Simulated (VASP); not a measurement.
# SrVO3 (Pm-3m) in VASP: single point with PBE

Aim: the single point of SrVO3 with PBE.

Program: VASP 6.6.1. These are calculated values, not measurements. Logs are shortened: lines on timing, memory, paths and dates and some standing lists are left out, and cuts for length are marked.

## (1) The cell of the first run

It takes space group Pm-3m (No. 221, cubic). The conventional cell has a = 3.858 Å, b = 3.858 Å, c = 3.858 Å, α = 90.00°, β = 90.00°, γ = 90.00°. Within 3.6 Å of Sr (site symmetry m-3m) lie 12 O at 2.73 Å and 8 V at 3.34 Å. V (site symmetry m-3m) has 6 O at 1.93 Å within 2.6 Å. O (site symmetry 4/mmm) has 2 V at 1.93 Å within 2.6 Å.

## (2) Single point, PBE

POSCAR

```
SrVO3
1.0
    3.8578465272      0.0000000000      0.0000000000
    0.0000000000      3.8578465272      0.0000000000
    0.0000000000      0.0000000000      3.8578465272
Sr V O
1 1 3
Direct
    0.5000000000      0.5000000000      0.5000000000
    0.0000000000      0.0000000000      0.0000000000
    0.5000000000      0.0000000000      0.0000000000
    0.0000000000      0.5000000000      0.0000000000
    0.0000000000      0.0000000000      0.5000000000
```

INCAR.step1

```
SYSTEM = SrVO3
PREC     = Accurate       ! precision mode
ENCUT    = 520            ! plane-wave cutoff, eV
EDIFF    = 1E-7           ! SCF threshold, eV
ISMEAR   = 0              ! smearing method
SIGMA    = 0.05           ! smearing width, eV
LREAL    = .FALSE.        ! projectors in reciprocal space
LASPH    = .TRUE.         ! aspherical terms in the spheres
NELM     = 60             ! most SCF steps
ALGO     = Normal         ! electronic algorithm
ISIF     = 2              ! what is computed and relaxed
LWAVE    = .FALSE.        ! write WAVECAR
LCHARG   = .TRUE.         ! write CHGCAR
LMAXMIX  = 4              ! l up to which the mixer works
GGA      = PE             ! functional
NBANDS   = 28             ! bands
```

KPOINTS.step1

```
Automatic mesh
0
G
  8 8 8
  0 0 0
```

INCAR.step2

```
SYSTEM = SrVO3
PREC     = Accurate       ! precision mode
ENCUT    = 520            ! plane-wave cutoff, eV
EDIFF    = 1E-7           ! SCF threshold, eV
ISMEAR   = -5             ! smearing method
SIGMA    = 0.05           ! smearing width, eV
LREAL    = .FALSE.        ! projectors in reciprocal space
LASPH    = .TRUE.         ! aspherical terms in the spheres
NELM     = 60             ! most SCF steps
ALGO     = Normal         ! electronic algorithm
ISIF     = 2              ! what is computed and relaxed
LWAVE    = .FALSE.        ! write WAVECAR
LCHARG   = .FALSE.        ! write CHGCAR
LMAXMIX  = 4              ! l up to which the mixer works
GGA      = PE             ! functional
LORBIT   = 11             ! projections on sites
NEDOS    = 2001           ! points of the DOS
ICHARG   = 11             ! starting density
```

KPOINTS.step2

```
Automatic mesh
0
G
  12 12 12
  0 0 0
```

Potentials or basis: VASP PAW PBE potentials, release 64 (Sr_sv, V_sv, O).

On the command line:

```bash
$ cat potpaw_PBE.64/Sr_sv/POTCAR potpaw_PBE.64/V_sv/POTCAR potpaw_PBE.64/O/POTCAR > POTCAR
$ cp INCAR.step1 INCAR
$ cp KPOINTS.step1 KPOINTS
$ mpirun -np 1 vasp_std > vasp.out
$ cp INCAR.step2 INCAR
$ cp KPOINTS.step2 KPOINTS
$ mpirun -np 1 vasp_std > vasp.out
```

OUTCAR:

```text
SYSTEM = SrVO3
   PREC = Accurate
   ENCUT = 520
   EDIFF = 1E-7
   ISMEAR = -5
   LREAL = .FALSE.
   LASPH = .TRUE.
   NELM = 60
   ISIF = 2
   GGA = PE
   LORBIT = 11
   ICHARG = 11

 ion  position               nearest neighbor table
   1  0.500  0.500  0.500-   3 2.73   4 2.73   5 2.73   3 2.73   4 2.73   3 2.73   5 2.73   3 2.73
                             4 2.73   5 2.73   4 2.73   5 2.73   2 3.34   2 3.34   2 3.34   2 3.34
   2  0.000  0.000  0.000-   3 1.93   4 1.93   5 1.93   5 1.93   4 1.93   3 1.93   1 3.34   1 3.34
                             1 3.34   1 3.34   1 3.34   1 3.34   1 3.34   1 3.34
   3  0.500  0.000  0.000-   2 1.93   2 1.93   1 2.73   1 2.73   1 2.73   1 2.73
   4  0.000  0.500  0.000-   2 1.93   2 1.93   1 2.73   1 2.73   1 2.73   1 2.73
   5  0.000  0.000  0.500-   2 1.93   2 1.93   1 2.73   1 2.73   1 2.73   1 2.73

  LATTYP: Found a simple cubic cell.
 ALAT       =     3.8578465272

  Lattice vectors:

 A1 = (   3.8578465272,   0.0000000000,   0.0000000000)
 A2 = (   0.0000000000,   3.8578465272,   0.0000000000)
 A3 = (   0.0000000000,   0.0000000000,   3.8578465272)

Analysis of symmetry for initial positions (statically):
=====================================================================
 Subroutine PRICEL returns:
 Original cell was already a primitive cell.

 Routine SETGRP: Setting up the symmetry group for a
 simple cubic supercell.

 Subroutine GETGRP returns: Found 48 space group operations
 (whereof 48 operations were pure point group operations)
 out of a pool of 48 trial point group operations.

The static configuration has the point symmetry O_h .

Analysis of symmetry for dynamics (positions and initial velocities):
=====================================================================
 Subroutine PRICEL returns:
 Original cell was already a primitive cell.

 Routine SETGRP: Setting up the symmetry group for a
 simple cubic supercell.

 Subroutine GETGRP returns: Found 48 space group operations
 (whereof 48 operations were pure point group operations)
 out of a pool of 48 trial point group operations.

The dynamic configuration has the point symmetry O_h .

 Subroutine INISYM returns: Found 48 space group operations
 (whereof 48 operations are pure point group operations),
 and found     1 'primitive' translations

----------------------------------------------------------------------------------------

[... 110 lines left out ...]
   PSTRESS=    0.0 pullay stress
   NELECT =      41.0000    total number of electrons
   NUPDOWN=      -1.0000    fix difference up-down
   EMIN   =  10.00;   EMAX   =-10.00  energy-range for DOS
   EFERMI =   0.00;   METHOD = LEGACY
   ISMEAR =    -5;   SIGMA  =   0.05  broadening in eV -4-tet -1-fermi 0-gaus
   EFERMI_NEDOS =   21; number of points for ismear=-14 and -15
   IALGO  =     38    algorithm
   IMIX   =      4    mixing-type and parameters
     AMIX     =   0.40;   BMIX     =  1.00
     AMIX_MAG =   1.60;   BMIX_MAG =  1.00
  volume/ion in A,a.u.               =      11.48        77.49
  Fermi-wavevector in a.u.,A,eV,Ry     =   1.463270  2.765180 29.132243  2.141159
  Thomas-Fermi vector in A             =   2.579385
   LORBIT       =     11    0 simple, 1 ext, 2 COOP (PROOUT), +10 PAW based schemes
   GGA     = PE    functional components
   LHFCALC =     F    Hartree Fock is set to
   AEXX    =    0.0000 exact exchange contribution
   IVDW    =     0    specifies the selected vdW correction
   LEPSILON=     F    determine dielectric tensor
   LRPA    =     F    only Hartree local field effects (RPA)
 non-spin polarized calculation
 Fermi weights with tetrahedron method with Bloechl corrections
  energy-cutoff  :      520.00
  volume of cell :       57.42
 maximum number of plane-waves:      1568
 NGX is ok and might be reduce to    30

 number of electron      41.0000018 magnetization

 Free energy of the ion-electron system (eV)
  ---------------------------------------------------
  ext. energy  EPLUGINS =         0.00000000
  ---------------------------------------------------
  free energy    TOTEN  =       -39.28095088 eV

  energy without entropy =      -39.28095088  energy(sigma->0) =      -39.28095088

 E-fermi :   6.1840     XC(G=0): -11.5027

 val. band max:        6.1519509104   @ k =   0.2500   0.1667   0.1667
 cond. band min:       6.1719226844   @ k =   0.1667   0.1667   0.1667
 fundamental gap:      0.0199717740
 Fermi energy:         6.1839938395

 k-point     1 :       0.0000    0.0000    0.0000
  band No.  band energies     occupation
      1     -59.7052      2.00000
      2     -33.5336      2.00000
      3     -33.5336      2.00000
      4     -33.5336      2.00000
      5     -28.4120      2.00000
      6     -13.5263      2.00000
[... 637 lines left out ...]
     23       7.2142      0.00000
     24       8.3084      0.00000

 [... further k-points ...]

------------------------ aborting loop because EDIFF is reached ----------------------------------------

  FORCE on cell =-STRESS in cart. coord.  units (eV):
  Direction    XX          YY          ZZ          XY          YZ          ZX
  --------------------------------------------------------------------------------------
  -------------------------------------------------------------------------------------
  Total        0.2712015      0.2712015      0.2712015     -0.0000000     -0.0000000      0.0000000
  in kB        7.5677686      7.5677686      7.5677686     -0.0000000     -0.0000000      0.0000000
  external PRESSURE =       7.5677686 kB  Pullay stress =       0.0000000 kB

 VOLUME and BASIS-vectors are now :
 -----------------------------------------------------------------------------
  energy-cutoff  :      520.00
  volume of cell :       57.42
      direct lattice vectors                 reciprocal lattice vectors
     3.857846527  0.000000000  0.000000000     0.259211970  0.000000000  0.000000000
     0.000000000  3.857846527  0.000000000     0.000000000  0.259211970  0.000000000
     0.000000000  0.000000000  3.857846527     0.000000000  0.000000000  0.259211970

 POSITION                                       TOTAL-FORCE (eV/Angst)
 -----------------------------------------------------------------------------------
      1.92892      1.92892      1.92892         0.000000      0.000000      0.000000
      0.00000      0.00000      0.00000         0.000000      0.000000      0.000000
      1.92892      0.00000      0.00000         0.000000      0.000000      0.000000
      0.00000      1.92892      0.00000         0.000000      0.000000      0.000000
      0.00000      0.00000      1.92892         0.000000      0.000000      0.000000
 -----------------------------------------------------------------------------------
    total drift:                                0.000000     -0.000000      0.000000

  FREE ENERGIE OF THE ION-ELECTRON SYSTEM (eV)
  ---------------------------------------------------
  free  energy   TOTEN  =       -39.2809508818 eV

  energy  without entropy=      -39.2809508818  energy(sigma->0) =      -39.28095088

 total charge

# of ion       s       p       d       tot
------------------------------------------
    1        1.999   5.800   0.213   8.012
    2        2.281   6.339   2.939  11.559
    3        1.564   3.475   0.000   5.039
    4        1.564   3.475   0.000   5.039
    5        1.564   3.475   0.000   5.039
--------------------------------------------------
tot          8.971  22.565   3.152  34.689
```

It took 95 s on 1 thread of Intel Xeon Platinum 8488C (Sapphire Rapids), shared host; peak memory 0.24 GiB.

Results:

| Property | Result |
| --- | --- |
| Valence electrons inside the program's atomic spheres | Sr 8.01; V 11.56; O 5.04 |

Caveat: an odd number of electrons without spin polarisation forces a metal; a magnetic or distorted state may lie lower; the run has no spin polarisation, though such a crystal can be magnetic; semilocal functionals often make such compounds metallic where correlation or magnetic order opens a gap, which also shifts bond lengths; tetrahedron occupations give inexact forces and stress in metals.
